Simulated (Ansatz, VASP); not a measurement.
## One calculation of Lu, two programs

```xyz
1
Lattice="-1.9882 1.9882 1.9882 1.9882 -1.9882 1.9882 1.9882 1.9882 -1.9882" Properties=species:S:1:pos:R:3 pbc="T T T"
Lu    0.0000    0.0000    0.0000
```

Alike in both runs: task single point; functional BLYP; k mesh 13 × 13 × 13; occupations fermi-dirac, width 0.1 eV; no spin polarisation.

|  | VASP | Ansatz |
| --- | --- | --- |
| version | VASP 6.6.1 | Ansatz 0.2.0 |
| potentials or method | VASP PAW PBE potentials, release 64 (Lu), cutoff 520 eV | plane waves (420 eV) with PAW, scalar-relativistic |
| valence electrons in the cell | 25 | 25 |

|  | VASP | Ansatz | Ansatz less VASP |
| --- | --- | --- | --- |
| pressure (GPa) | -1.4 | -1.5 | -0.10 |

VASP's potentials were made for PBE, not for BLYP.

Neither program's run includes spin-orbit coupling.
